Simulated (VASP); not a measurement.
# Nb3C (Pm-3m) in VASP: notebook

Nb3C is run at these levels: PBE; tasks: single point, relaxation of cell and atoms.

All numbers are computed with VASP 6.6.1; they aren't measurements. Logs are shortened: lines on timing, memory, paths and dates and some standing lists are left out, and cuts for length are marked.

### Step 1. The cell of the first run

Symmetry: Pm-3m, No. 221, cubic system. Conventional cell: a = 3.884 Å, b = 3.884 Å, c = 3.884 Å, α = 90.00°, β = 90.00°, γ = 90.00°. Nb (site symmetry 4/mmm) has 8 Nb at 2.75 Å and 4 C at 2.75 Å within 3.6 Å. C (site symmetry m-3m) has 12 Nb at 2.75 Å within 3.6 Å.

### Step 2. Single point, PBE

File INCAR:

```
ALGO = Normal
EDIFF = 1E-7
ENCUT = 520
GGA = PE
ISIF = 2
ISMEAR = 0
LASPH = T
LCHARG = F
LREAL = F
LWAVE = F
NBANDS = 30
NELM = 80
PREC = Accurate
SIGMA = 0.1
```

File KPOINTS:

```
k-points
0
Gamma
  4 4 4
```

File POSCAR:

```
Nb3C
1.0
    3.8837200958      0.0000000000      0.0000000000
    0.0000000000      3.8837200958      0.0000000000
    0.0000000000      0.0000000000      3.8837200958
Nb C
3 1
Direct
    0.0000000000      0.5000000000      0.5000000000
    0.5000000000      0.0000000000      0.5000000000
    0.5000000000      0.5000000000      0.0000000000
    0.0000000000      0.0000000000      0.0000000000
```

Potentials or basis: VASP PAW PBE potentials, release 64 (Nb_sv, C).

The run is started by

```bash
cat potpaw_PBE.64/Nb_sv/POTCAR potpaw_PBE.64/C/POTCAR > POTCAR
mpirun -np 1 vasp_std > vasp.out
```

OUTCAR:

```text
EDIFF = 1E-7
   ENCUT = 520
   GGA = PE
   ISIF = 2
   ISMEAR = 0
   LASPH = T
   LREAL = F
   NELM = 80
   PREC = Accurate

 ion  position               nearest neighbor table
   1  0.000  0.500  0.500-   2 2.75   3 2.75   3 2.75   2 2.75   2 2.75   3 2.75   3 2.75   2 2.75

   2  0.500  0.000  0.500-   1 2.75   3 2.75   3 2.75   1 2.75   3 2.75   3 2.75   1 2.75   1 2.75

   3  0.500  0.500  0.000-   1 2.75   2 2.75   1 2.75   2 2.75   2 2.75   2 2.75   1 2.75   1 2.75

   4  0.000  0.000  0.000-

  LATTYP: Found a simple cubic cell.
 ALAT       =     3.8837200958

  Lattice vectors:

 A1 = (   3.8837200958,   0.0000000000,   0.0000000000)
 A2 = (   0.0000000000,   3.8837200958,   0.0000000000)
 A3 = (   0.0000000000,   0.0000000000,   3.8837200958)

Analysis of symmetry for initial positions (statically):
=====================================================================
 Subroutine PRICEL returns:
 Original cell was already a primitive cell.

 Routine SETGRP: Setting up the symmetry group for a
 simple cubic supercell.

 Subroutine GETGRP returns: Found 48 space group operations
 (whereof 48 operations were pure point group operations)
 out of a pool of 48 trial point group operations.

The static configuration has the point symmetry O_h .

Analysis of symmetry for dynamics (positions and initial velocities):
=====================================================================
 Subroutine PRICEL returns:
 Original cell was already a primitive cell.

 Routine SETGRP: Setting up the symmetry group for a
 simple cubic supercell.

 Subroutine GETGRP returns: Found 48 space group operations
 (whereof 48 operations were pure point group operations)
 out of a pool of 48 trial point group operations.

The dynamic configuration has the point symmetry O_h .

 Subroutine INISYM returns: Found 48 space group operations
 (whereof 48 operations are pure point group operations),
 and found     1 'primitive' translations

----------------------------------------------------------------------------------------

                                     Primitive cell

  volume of cell :      58.5792

  direct lattice vectors                    reciprocal lattice vectors
     3.883720096  0.000000000  0.000000000     0.257485085  0.000000000  0.000000000
     0.000000000  3.883720096  0.000000000     0.000000000  0.257485085  0.000000000
     0.000000000  0.000000000  3.883720096     0.000000000  0.000000000  0.257485085

  length of vectors
     3.883720096  3.883720096  3.883720096     0.257485085  0.257485085  0.257485085

  position of ions in fractional coordinates (direct lattice)
     0.000000000  0.500000000  0.500000000
     0.500000000  0.000000000  0.500000000
     0.500000000  0.500000000  0.000000000
     0.000000000  0.000000000  0.000000000

  ion indices of the primitive-cell ions
   primitive index   ion index
                 1           1
                 2           2
                 3           3
                 4           4

----------------------------------------------------------------------------------------

 KPOINTS: k-points

Automatic generation of k-mesh.
 Grid dimensions read from file:
 generate k-points for:    4    4    4

 Generating k-lattice:

  Cartesian coordinates                     Fractional coordinates (reciprocal lattice)
     0.064371271  0.000000000  0.000000000     0.250000000  0.000000000  0.000000000
     0.000000000  0.064371271  0.000000000     0.000000000  0.250000000  0.000000000
     0.000000000  0.000000000  0.064371271     0.000000000  0.000000000  0.250000000

  Length of vectors
     0.064371271  0.064371271  0.064371271

  Shift w.r.t. Gamma in fractional coordinates (k-lattice)
     0.000000000  0.000000000  0.000000000

 Subroutine IBZKPT returns following result:
 ===========================================

 Found     10 irreducible k-points:

 Following reciprocal coordinates:
            Coordinates               Weight
  0.000000  0.000000  0.000000      1.000000
  0.250000  0.000000  0.000000      6.000000
  0.500000  0.000000  0.000000      3.000000
  0.250000  0.250000  0.000000     12.000000
  0.500000  0.250000  0.000000     12.000000
  0.500000  0.500000  0.000000      3.000000
  0.250000  0.250000  0.250000      8.000000
  0.500000  0.250000  0.250000     12.000000
  0.500000  0.500000  0.250000      6.000000
  0.500000  0.500000  0.500000      1.000000
   k-points           NKPTS =     10   k-points in BZ     NKDIM =     10   number of bands    NBANDS=     30
   number of dos      NEDOS =    301   number of ions     NIONS =      4
   total plane-waves  NPLWV =  27000
   dimension x,y,z NGX =    30 NGY =   30 NGZ =   30
   dimension x,y,z NGXF=    60 NGYF=   60 NGZF=   60
   ions per type =               3   1
   NGX,Y,Z   is equivalent  to a cutoff of  12.84, 12.84, 12.84 a.u.
   NGXF,Y,Z  is equivalent  to a cutoff of  25.68, 25.68, 25.68 a.u.
 SYSTEM =  unknown system
   PREC   = accura    normal or accurate (medium, high low for compatibility)
   ISTART =      0    job   : 0-new  1-cont  2-samecut
   ICHARG =      2    charge: 1-file 2-atom 10-const
   ISPIN  =      1    spin polarized calculation?
   LNONCOLLINEAR =      F non collinear calculations
   LSORBIT =      F    spin-orbit coupling
   LASPH  =      T    aspherical Exc in radial PAW
   ENCUT  =  520.0 eV  38.22 Ry    6.18 a.u.   7.22  7.22  7.22*2*pi/ulx,y,z
   NELM   =     80;   NELMIN=  2; NELMDL= -5     # of ELM steps
   EDIFF  = 0.1E-06   stopping-criterion for ELM
   LREAL  =      F    real-space projection
   EDIFFG = 0.1E-05   stopping-criterion for IOM
   NSW    =      0    number of steps for IOM
   IBRION =     -1    ionic relax: 0-MD 1-quasi-New 2-CG
   NFREE  =      0    steps in history (QN), initial steepest desc. (CG)
   ISIF   =      2    stress and relaxation
   ISYM   =      2    0-nonsym 1-usesym 2-fastsym
   POTIM  = 0.5000    time-step for ionic-motion
   TEBEG  =    0.0;   TEEND  =   0.0 temperature during run
   PSTRESS=    0.0 pullay stress
   NELECT =      43.0000    total number of electrons
   NUPDOWN=      -1.0000    fix difference up-down
   EMIN   =  10.00;   EMAX   =-10.00  energy-range for DOS
   EFERMI =   0.00;   METHOD = LEGACY
   ISMEAR =     0;   SIGMA  =   0.10  broadening in eV -4-tet -1-fermi 0-gaus
   EFERMI_NEDOS =   21; number of points for ismear=-14 and -15
   IALGO  =     38    algorithm
   IMIX   =      4    mixing-type and parameters
     AMIX     =   0.40;   BMIX     =  1.00
     AMIX_MAG =   1.60;   BMIX_MAG =  1.00
  volume/ion in A,a.u.               =      14.64        98.83
  Fermi-wavevector in a.u.,A,eV,Ry     =   1.476782  2.790713 29.672743  2.180885
  Thomas-Fermi vector in A             =   2.591267
   LORBIT       =      0    0 simple, 1 ext, 2 COOP (PROOUT), +10 PAW based schemes
   GGA     = PE    functional components
   LHFCALC =     F    Hartree Fock is set to
   AEXX    =    0.0000 exact exchange contribution
   IVDW    =     0    specifies the selected vdW correction
   LEPSILON=     F    determine dielectric tensor
   LRPA    =     F    only Hartree local field effects (RPA)
 non-spin polarized calculation
 Gauss-broadening in eV      SIGMA  =   0.10
  energy-cutoff  :      520.00
  volume of cell :       58.58
 maximum number of plane-waves:      1596
 NGX is ok and might be reduce to    30
   NGX = 15   NGY = 15   NGZ = 15

 number of electron      42.9999999 magnetization

 Free energy of the ion-electron system (eV)
  ---------------------------------------------------
  ext. energy  EPLUGINS =         0.00000000
  ---------------------------------------------------
  free energy    TOTEN  =       -36.86913580 eV

  energy without entropy =      -36.84104057  energy(sigma->0) =      -36.85508818

 E-fermi :  11.8392     XC(G=0): -12.7024

 val. band max:       11.8386997803   @ k =   0.5000   0.0000   0.0000
 cond. band min:      11.8546487041   @ k =   0.5000   0.2500   0.0000
 fundamental gap:      0.0159489238
 Fermi energy:        11.8391529407

 k-point     1 :       0.0000    0.0000    0.0000
  band No.  band energies     occupation
      1     -43.1495      2.00000
      2     -42.6516      2.00000
      3     -42.6516      2.00000
      4     -19.8357      2.00000
      5     -19.8357      2.00000
      6     -19.8357      2.00000
[... 22 lines left out ...]
     29      17.7807      0.00000
     30      18.6214      0.00000

 k-point     2 :       0.2500    0.0000    0.0000
  band No.  band energies     occupation
      1     -43.0873      2.00000
      2     -42.7162      2.00000
      3     -42.6506      2.00000
      4     -19.7110      2.00000
      5     -19.7110      2.00000
      6     -19.6385      2.00000
[... 22 lines left out ...]
     29      15.7836      0.00000
     30      16.1013      0.00000

 k-point     3 :       0.5000    0.0000    0.0000
  band No.  band energies     occupation
      1     -42.9859      2.00000
      2     -42.8200      2.00000
      3     -42.6495      2.00000
      4     -19.5359      2.00000
      5     -19.5359      2.00000
      6     -19.1954      2.00000
[... 22 lines left out ...]
     29      16.2282      0.00000
     30      16.2302      0.00000

 k-point     4 :       0.2500    0.2500    0.0000
  band No.  band energies     occupation
      1     -43.0316      2.00000
      2     -42.7350      2.00000
      3     -42.6872      2.00000
      4     -19.7974      2.00000
      5     -19.5787      2.00000
      6     -19.3460      2.00000
[... 154 lines left out ...]
     29      15.4948      0.00000
     30      15.8704      0.00000

 k-point     9 :       0.5000    0.5000    0.2500
  band No.  band energies     occupation
      1     -42.8157      2.00000
      2     -42.8151      2.00000
      3     -42.8151      2.00000
      4     -20.1427      2.00000
      5     -19.7304      2.00000
      6     -19.5159      2.00000
[... 22 lines left out ...]
     29      15.1200      0.00000
     30      16.5871      0.00000

 k-point    10 :       0.5000    0.5000    0.5000
  band No.  band energies     occupation
      1     -42.8135      2.00000
      2     -42.8135      2.00000
      3     -42.8135      2.00000
      4     -20.3985      2.00000
      5     -19.7242      2.00000
      6     -19.7242      2.00000
[... 22 lines left out ...]
     29      14.9283      0.00000
     30      17.8095      0.00000

------------------------ aborting loop because EDIFF is reached ----------------------------------------

  FORCE on cell =-STRESS in cart. coord.  units (eV):
  Direction    XX          YY          ZZ          XY          YZ          ZX
  --------------------------------------------------------------------------------------
  -------------------------------------------------------------------------------------
  Total       -0.0192203     -0.0192203     -0.0192203     -0.0000000     -0.0000000     -0.0000000
  in kB       -0.5256860     -0.5256860     -0.5256860     -0.0000000     -0.0000000     -0.0000000
  external PRESSURE =      -0.5256860 kB  Pullay stress =       0.0000000 kB

 VOLUME and BASIS-vectors are now :
 -----------------------------------------------------------------------------
  energy-cutoff  :      520.00
  volume of cell :       58.58
      direct lattice vectors                 reciprocal lattice vectors
     3.883720096  0.000000000  0.000000000     0.257485085  0.000000000  0.000000000
     0.000000000  3.883720096  0.000000000     0.000000000  0.257485085  0.000000000
     0.000000000  0.000000000  3.883720096     0.000000000  0.000000000  0.257485085

 POSITION                                       TOTAL-FORCE (eV/Angst)
 -----------------------------------------------------------------------------------
      0.00000      1.94186      1.94186         0.000000      0.000000      0.000000
      1.94186      0.00000      1.94186         0.000000      0.000000      0.000000
      1.94186      1.94186      0.00000         0.000000      0.000000      0.000000
      0.00000      0.00000      0.00000         0.000000      0.000000      0.000000
 -----------------------------------------------------------------------------------
    total drift:                                0.000000      0.000000     -0.000000

  FREE ENERGIE OF THE ION-ELECTRON SYSTEM (eV)
  ---------------------------------------------------
  free  energy   TOTEN  =       -36.8691358011 eV

  energy  without entropy=      -36.8410405677  energy(sigma->0) =      -36.85508818
```

Run time: 13 s. Hardware: 1 thread of Intel Xeon 6975P-C (Granite Rapids), shared host; peak memory 0.16 GiB.

What came out:

```yaml
Free_energy: -36.8691 eV
Pressure: -0.1 GPa
```

Caveat: the k points lie up to 0.40 Å⁻¹ apart.

### Step 3. Relaxation of cell and atoms, PBE

This run uses another cell than the first one, of 13.48 Å³/atom, 0.920 times its volume.

File INCAR:

```
SYSTEM = Nb3C
ALGO = Normal ; EDIFF = 1E-7
EDIFFG = -0.04 ; ENCUT = 600
GGA = PE ; IBRION = 2
ISIF = 3 ; ISMEAR = 0
LASPH = .True. ; LCHARG = .False.
LREAL = .False. ; LWAVE = .False.
NELM = 80 ; NSW = 90
PREC = Accurate ; SIGMA = 0.1
```

File KPOINTS:

```
k-points
0
Gamma
  4 4 4
  0 0 0
```

File POSCAR:

```
Nb3C
1.0
    3.7776244943      0.0000000000      0.0000000000
    0.0000000000      3.7776244943      0.0000000000
    0.0000000000      0.0000000000      3.7776244943
Nb C
3 1
Direct
    0.0000000000      0.5000000000      0.5000000000
    0.5000000000      0.0000000000      0.5000000000
    0.5000000000      0.5000000000      0.0000000000
    0.0000000000      0.0000000000      0.0000000000
```

Potentials or basis: VASP PAW PBE potentials, release 64 (Nb_sv, C).

The run is started by

```bash
cat potpaw_PBE.64/Nb_sv/POTCAR potpaw_PBE.64/C/POTCAR > POTCAR
mpirun -np 1 vasp_std > vasp.out
```

Run time: 35 s. Hardware: 1 thread of Intel Xeon 6975P-C (Granite Rapids), shared host; peak memory 0.17 GiB.

The run converged. Its results:

```
Free energy                            : -36.8662 eV
Relaxed volume                         : 14.65 Å³/atom
Relaxed cell                           : a = 3.884 Å, b = 3.884 Å, c = 3.884 Å, α = 90.00°, β = 90.00°, γ = 90.00°
Space group after relaxing (to 0.05 Å) : Pm-3m (No. 221)
Energy gained by relaxing              : 62.4 meV/atom
Ionic steps                            : 4
Pressure after relaxing                : -0.1 GPa
```

Step by step:
```
step  energy change (eV)  largest force (eV/Å)  pressure (GPa)  volume (Å³)
   1              0.0000                0.0000           18.39        53.91
   2              0.3028                0.0000          -18.95        66.90
   3             -0.2492                0.0000           -0.56        58.75
   4             -0.2495                0.0000           -0.06        58.59
```

Final structure:
```xyz
4
Lattice="3.8839 0.0000 0.0000 0.0000 3.8839 0.0000 0.0000 0.0000 3.8839" Properties=species:S:1:pos:R:3 pbc="T T T"
Nb    0.0000    1.9419    1.9419
Nb    1.9419    0.0000    1.9419
Nb    1.9419    1.9419    0.0000
C     0.0000    0.0000    0.0000
```

Levels at points of the mesh, in eV from the Fermi level:
| k point | band 20 | band 21 | band 22 | band 23 | band 24 | band 25 |
| --- | --- | --- | --- | --- | --- | --- |
| (0.00, 0.00, 0.00) | -1.40 | -1.40 | -1.40 | 1.05 | 1.99 | 1.99 |
| (0.50, 0.00, 0.00) | -0.01 | -0.01 | 0.00 | 0.60 | 1.04 | 1.29 |
| (0.50, 0.50, 0.00) | -1.45 | 0.05 | 0.05 | 1.25 | 1.25 | 1.44 |
| (0.50, 0.50, 0.50) | -0.46 | -0.46 | -0.46 | 0.79 | 1.67 | 1.67 |

Caveat: the k points lie up to 0.40 Å⁻¹ apart in the final cell.
